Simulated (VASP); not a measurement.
# CsH (I4mm) in VASP: further runs, part 2 of 2

VASP 6.6.1.

## (3) Single point, r2SCAN (all Cs atoms moved +0.375 Å, as atom 1 along Cartesian [0 0 1])

Input file POSCAR:

```
CsH
1.0
    0.0000000000      3.1880000000      3.1880000000
    3.1880000000      0.0000000000      3.1880000000
    3.1880000000      3.1880000000      0.0000000000
Cs H
1 1
Direct
    0.0588143036      0.0588143036     -0.0588143036
    0.5000000000      0.5000000000      0.5000000000
```

Input file INCAR.step1:

```
  ALGO = Normal
  EDIFF = 1E-4
  ENCUT = 520
  GGA = PE
  ISMEAR = 0
  LASPH = True
  LCHARG = False
  LREAL = False
  LWAVE = True
  NBANDS = 12
  NELM = 60
  PREC = Accurate
  SIGMA = 0.05
```

Input file INCAR.step2:

```
  ALGO = Normal
  EDIFF = 1E-6
  ENCUT = 520
  ISIF = 2
  ISMEAR = 0
  ISTART = 1
  LASPH = True
  LCHARG = False
  LMIXTAU = True
  LREAL = False
  LWAVE = False
  METAGGA = R2SCAN
  NBANDS = 12
  NELM = 60
  PREC = Accurate
  SIGMA = 0.05
```

Input file KPOINTS:

```
k-points
0
Gamma
  6 6 6
```

Potentials or basis: VASP PAW PBE potentials, release 64 (Cs_sv, H).

Launch:

```bash
$ cat potpaw_PBE.64/Cs_sv/POTCAR potpaw_PBE.64/H/POTCAR > POTCAR
$ cp INCAR.step1 INCAR
$ mpirun -np 1 vasp_std > vasp.out
$ cp INCAR.step2 INCAR
$ mpirun -np 1 vasp_std > vasp.out
```

OUTCAR:

```text
EDIFF = 1E-6
   ENCUT = 520
   ISIF = 2
   ISMEAR = 0
   ISTART = 1
   LASPH = True
   LREAL = False
   METAGGA = R2SCAN
   NELM = 60
   PREC = Accurate

 ion  position               nearest neighbor table
   1  0.059  0.059  0.941-
   2  0.500  0.500  0.500-

  LATTYP: Found a face centered cubic cell.
 ALAT       =     6.3760000000

  Lattice vectors:

 A1 = (   0.0000000000,   3.1880000000,   3.1880000000)
 A2 = (   3.1880000000,   0.0000000000,   3.1880000000)
 A3 = (   3.1880000000,   3.1880000000,   0.0000000000)

Analysis of symmetry for initial positions (statically):
=====================================================================
 Subroutine PRICEL returns:
 Original cell was already a primitive cell.

 Routine SETGRP: Setting up the symmetry group for a
 face centered cubic supercell.

 Subroutine GETGRP returns: Found  8 space group operations
 (whereof  8 operations were pure point group operations)
 out of a pool of 48 trial point group operations.

The static configuration has the point symmetry C_4v.

Analysis of symmetry for dynamics (positions and initial velocities):
=====================================================================
 Subroutine PRICEL returns:
 Original cell was already a primitive cell.

 Routine SETGRP: Setting up the symmetry group for a
 face centered cubic supercell.

 Subroutine GETGRP returns: Found  8 space group operations
 (whereof  8 operations were pure point group operations)
 out of a pool of 48 trial point group operations.

The dynamic configuration has the point symmetry C_4v.

 Subroutine INISYM returns: Found  8 space group operations
 (whereof  8 operations are pure point group operations),
 and found     1 'primitive' translations

----------------------------------------------------------------------------------------

                                     Primitive cell

  volume of cell :      64.8015

  direct lattice vectors                    reciprocal lattice vectors
     0.000000000  3.188000000  3.188000000    -0.156838143  0.156838143  0.156838143
     3.188000000  0.000000000  3.188000000     0.156838143 -0.156838143  0.156838143
     3.188000000  3.188000000  0.000000000     0.156838143  0.156838143 -0.156838143

  length of vectors
     4.508512837  4.508512837  4.508512837     0.271651632  0.271651632  0.271651632

  position of ions in fractional coordinates (direct lattice)
     0.058814304  0.058814304  0.941185696
     0.500000000  0.500000000  0.500000000

  ion indices of the primitive-cell ions
   primitive index   ion index
                 1           1
                 2           2

----------------------------------------------------------------------------------------

 KPOINTS: k-points

Automatic generation of k-mesh.
 Grid dimensions read from file:
 generate k-points for:    6    6    6

 Generating k-lattice:

  Cartesian coordinates                     Fractional coordinates (reciprocal lattice)
    -0.026139691  0.026139691  0.026139691     0.166666667  0.000000000  0.000000000
     0.026139691 -0.026139691  0.026139691     0.000000000  0.166666667  0.000000000
     0.026139691  0.026139691 -0.026139691     0.000000000  0.000000000  0.166666667
[... 39 lines left out ...]
   k-points           NKPTS =     30   k-points in BZ     NKDIM =     30   number of bands    NBANDS=     12
   number of dos      NEDOS =    301   number of ions     NIONS =      2
   total plane-waves  NPLWV =  46656
   dimension x,y,z NGX =    36 NGY =   36 NGZ =   36
   dimension x,y,z NGXF=    72 NGYF=   72 NGZF=   72
   ions per type =               1   1
   NGX,Y,Z   is equivalent  to a cutoff of  13.27, 13.27, 13.27 a.u.
   NGXF,Y,Z  is equivalent  to a cutoff of  26.55, 26.55, 26.55 a.u.
 SYSTEM =  unknown system
   PREC   = accura    normal or accurate (medium, high low for compatibility)
   ISTART =      1    job   : 0-new  1-cont  2-samecut
   ICHARG =      0    charge: 1-file 2-atom 10-const
   ISPIN  =      1    spin polarized calculation?
   LNONCOLLINEAR =      F non collinear calculations
   LSORBIT =      F    spin-orbit coupling
   LASPH  =      T    aspherical Exc in radial PAW
   ENCUT  =  520.0 eV  38.22 Ry    6.18 a.u.   8.38  8.38  8.38*2*pi/ulx,y,z
   NELM   =     60;   NELMIN=  2; NELMDL=  0     # of ELM steps
   EDIFF  = 0.1E-05   stopping-criterion for ELM
   LREAL  =      F    real-space projection
   EDIFFG = 0.1E-04   stopping-criterion for IOM
   NSW    =      0    number of steps for IOM
   IBRION =     -1    ionic relax: 0-MD 1-quasi-New 2-CG
   NFREE  =      0    steps in history (QN), initial steepest desc. (CG)
   ISIF   =      2    stress and relaxation
   ISYM   =      2    0-nonsym 1-usesym 2-fastsym
   POTIM  = 0.5000    time-step for ionic-motion
   TEBEG  =    0.0;   TEEND  =   0.0 temperature during run
   PSTRESS=    0.0 pullay stress
   NELECT =      10.0000    total number of electrons
   NUPDOWN=      -1.0000    fix difference up-down
   EMIN   =  10.00;   EMAX   =-10.00  energy-range for DOS
   EFERMI =   0.00;   METHOD = LEGACY
   ISMEAR =     0;   SIGMA  =   0.05  broadening in eV -4-tet -1-fermi 0-gaus
   EFERMI_NEDOS =   21; number of points for ismear=-14 and -15
   IALGO  =     38    algorithm
   IMIX   =      4    mixing-type and parameters
     AMIX     =   0.40;   BMIX     =  1.00
     AMIX_MAG =   1.60;   BMIX_MAG =  1.00
  volume/ion in A,a.u.               =      32.40       218.65
  Fermi-wavevector in a.u.,A,eV,Ry     =   0.878105  1.659378 10.491026  0.771069
  Thomas-Fermi vector in A             =   1.998146
   LORBIT       =      0    0 simple, 1 ext, 2 COOP (PROOUT), +10 PAW based schemes
   METAGGA = R2SCAN    functional components
   LHFCALC =     F    Hartree Fock is set to
   AEXX    =    0.0000 exact exchange contribution
   IVDW    =     0    specifies the selected vdW correction
   LEPSILON=     F    determine dielectric tensor
   LRPA    =     F    only Hartree local field effects (RPA)
 non-spin polarized calculation
 Gauss-broadening in eV      SIGMA  =   0.05
  energy-cutoff  :      520.00
  volume of cell :       64.80
 maximum number of plane-waves:      1807
 NGX is ok and might be reduce to    36
   NGX = 17   NGY = 17   NGZ = 17

 number of electron      10.0000000 magnetization

 Free energy of the ion-electron system (eV)
  ---------------------------------------------------
  ext. energy  EPLUGINS =         0.00000000
  ---------------------------------------------------
  free energy    TOTEN  =       -28.93897346 eV

  energy without entropy =      -28.93897346  energy(sigma->0) =      -28.93897346

 E-fermi :   0.0901     XC(G=0):  -7.5435

 val. band max:       -0.1506927692   @ k =   0.5000   0.0000   0.0000
 cond. band min:       2.6189123228   @ k =   0.5000   0.0000   0.0000
 fundamental gap:      2.7696050920
 Fermi energy:         0.0900995039

 k-point     1 :       0.0000    0.0000    0.0000
  band No.  band energies     occupation
      1     -22.1612      2.00000
      2      -8.2551      2.00000
      3      -8.2551      2.00000
      4      -8.2468      2.00000
      5      -1.7385      2.00000
      6       5.5553      0.00000
      7       5.5553      0.00000
      8       5.5841      0.00000
      9       6.0164      0.00000
     10       7.4786      0.00000
     11       7.4897      0.00000
     12       9.1209      0.00000
[... 331 lines left out ...]
 k-point    24 :       0.1667    0.5000    0.3333
  band No.  band energies     occupation
      1     -22.0735      2.00000
      2      -8.8696      2.00000
      3      -8.5652      2.00000
      4      -8.4179      2.00000
      5      -0.7013      2.00000
      6       4.0930      0.00000
      7       4.1194      0.00000
      8       6.0226      0.00000
      9       7.3605      0.00000
     10       8.4428      0.00000
     11       9.4000      0.00000
     12      10.6432      0.00000

 [... further k-points ...]

------------------------ aborting loop because EDIFF is reached ----------------------------------------

  FORCE on cell =-STRESS in cart. coord.  units (eV):
  Direction    XX          YY          ZZ          XY          YZ          ZX
  --------------------------------------------------------------------------------------
  -------------------------------------------------------------------------------------
  Total       -0.0566196     -0.0566196      0.5665819      0.0000000      0.0000000      0.0000000
  in kB       -1.3998843     -1.3998843     14.0083944      0.0000000      0.0000000      0.0000000
  external PRESSURE =       3.7362086 kB  Pullay stress =       0.0000000 kB

 VOLUME and BASIS-vectors are now :
 -----------------------------------------------------------------------------
  energy-cutoff  :      520.00
  volume of cell :       64.80
      direct lattice vectors                 reciprocal lattice vectors
     0.000000000  3.188000000  3.188000000    -0.156838143  0.156838143  0.156838143
     3.188000000  0.000000000  3.188000000     0.156838143 -0.156838143  0.156838143
     3.188000000  3.188000000  0.000000000     0.156838143  0.156838143 -0.156838143

 POSITION                                       TOTAL-FORCE (eV/Angst)
 -----------------------------------------------------------------------------------
      3.18800      3.18800      0.37500         0.000000      0.000000     -0.303747
      3.18800      3.18800      3.18800         0.000000      0.000000      0.303747
 -----------------------------------------------------------------------------------
    total drift:                               -0.000000     -0.000000      0.000092

  FREE ENERGIE OF THE ION-ELECTRON SYSTEM (eV)
  ---------------------------------------------------
  free  energy   TOTEN  =       -28.9389734582 eV

  energy  without entropy=      -28.9389734582  energy(sigma->0) =      -28.93897346
```

OUTCAR.step1:

```text
EDIFF = 1E-4
   ENCUT = 520
   GGA = PE
   ISMEAR = 0
   LASPH = True
[... 581 lines left out ...]
 -----------------------------------------------------------------------------------
      3.18800      3.18800      0.37500         0.000000      0.000000     -0.265617
      3.18800      3.18800      3.18800         0.000000      0.000000      0.265617
 -----------------------------------------------------------------------------------
    total drift:                               -0.000000     -0.000000     -0.000128

  FREE ENERGIE OF THE ION-ELECTRON SYSTEM (eV)
  ---------------------------------------------------
  free  energy   TOTEN  =        -4.5066357808 eV

  energy  without entropy=       -4.5066357808  energy(sigma->0) =       -4.50663578
```

Wall time 2.4 min (1 thread of Intel Xeon 8259CL, shared host); peak memory 0.22 GiB.

Results:

| Item | Value |
| --- | --- |
| Free energy | -28.9390 eV |
| Pressure | 0.4 GPa |
| Largest force | 0.304 eV/Å |
| Band gap on the k mesh | 2.77 eV, direct |

Forces on the atoms (eV/Å):
```
Cs   0.000  0.000 -0.304
H    0.000  0.000  0.304
```

Stress tensor (GPa, compression positive):
```
-0.14  0.00  0.00
 0.00 -0.14  0.00
 0.00  0.00  1.40
```

Levels at points of the mesh, in eV from the valence-band top:
| k point | band 3 | band 4 | band 5 | band 6 | band 7 | band 8 |
| --- | --- | --- | --- | --- | --- | --- |
| (0.00, 0.00, 0.00) | -8.10 | -8.10 | -1.59 | 5.71 | 5.71 | 5.73 |
| (0.50, 0.00, 0.00) | -8.20 | -8.19 | 0.00 | 2.77 | 5.30 | 5.31 |
| (0.50, 0.50, 0.00) | -8.38 | -8.38 | -1.05 | 3.54 | 5.92 | 8.99 |
| (0.00, 0.50, 0.50) | -8.37 | -8.37 | -1.07 | 3.52 | 6.12 | 7.76 |

Caveat: the cell differs from its parent crystal (all Cs atoms moved +0.375 Å, as atom 1 along Cartesian [0 0 1]); the PAW data sets were made with another functional, which shifts forces and pressure a little; spin-orbit coupling is left out, which moves the levels of the heavy elements. A k mesh can miss the band edges.

## (4) Single point, r2SCAN (all Cs atoms moved -0.250 Å, as atom 1 along Cartesian [0 0 1])

Edit POSCAR of step 3 so:

```diff
@@ -8,3 +8,3 @@
 Direct
-    0.0588143036      0.0588143036     -0.0588143036
+   -0.0392095358     -0.0392095358      0.0392095358
     0.5000000000      0.5000000000      0.5000000000
```

Input file INCAR.step1:

```
SYSTEM = CsH
  PREC = Accurate
  ENCUT = 520
  ISMEAR = 0
  SIGMA = 0.05
  LREAL = .False.
  LASPH = .True.
  NELM = 80
  NBANDS = 12
  GGA = PE
  ALGO = Normal
  EDIFF = 1E-4
  LWAVE = .True.
  LCHARG = .False.
```

Input file INCAR.step2:

```
SYSTEM = CsH
  PREC = Accurate
  ENCUT = 520
  EDIFF = 1E-6
  ISMEAR = 0
  SIGMA = 0.05
  LREAL = .False.
  LASPH = .True.
  NELM = 80
  ALGO = Normal
  ISIF = 2
  LWAVE = .False.
  LCHARG = .True.
  METAGGA = R2SCAN
  LMIXTAU = .True.
  LELF = .True.
  LVHAR = .True.
  NBANDS = 12
  ISTART = 1
```

Input file KPOINTS:

```
Automatic mesh
0
Gamma
  6 6 6
  0 0 0
```

Launch:

```bash
$ cat potpaw_PBE.64/Cs_sv/POTCAR potpaw_PBE.64/H/POTCAR > POTCAR
$ cp INCAR.step1 INCAR
$ mpirun -np 1 vasp_std > vasp.out
$ cp INCAR.step2 INCAR
$ mpirun -np 1 vasp_std > vasp.out
```

Wall time 2.5 min (1 thread of Intel Xeon 8259CL, shared host); peak memory 0.22 GiB.

Results (log left out):

| Quantity | Value |
| --- | --- |
| Free energy | -28.9684 eV |
| Pressure | 0.2 GPa |
| Largest force | 0.174 eV/Å |
| Band gap on the k mesh | 2.71 eV, direct |

Forces in eV/Å, atoms in the order of the input:
```
Cs   0.000  0.000  0.174
H    0.000  0.000 -0.174
```

Stress tensor (GPa, compression positive):
```
-0.04  0.00  0.00
 0.00 -0.04  0.00
 0.00  0.00  0.64
```

Levels at points of the mesh, in eV from the valence-band top:
```tsv
k point	band 1	band 2	band 3	band 4	band 5	band 6	band 7	band 8	band 9	band 10
(0.00, 0.00, 0.00)	-22.04	-8.13	-8.13	-8.13	-1.62	5.70	5.70	5.71	6.27	7.60
(0.50, 0.00, 0.00)	-21.96	-8.97	-8.23	-8.22	0.00	2.71	5.28	5.28	7.82	8.89
(0.50, 0.50, 0.00)	-21.94	-8.84	-8.40	-8.40	-1.10	3.52	6.00	8.81	9.01	9.01
(0.00, 0.50, 0.50)	-21.94	-8.84	-8.40	-8.40	-1.11	3.51	6.10	8.07	9.03	9.07
```

Caveat: the cell differs from its parent crystal (all Cs atoms moved -0.250 Å, as atom 1 along Cartesian [0 0 1]); the PAW data sets were made with another functional, which shifts forces and pressure a little; spin-orbit coupling is left out, which moves the levels of the heavy elements.
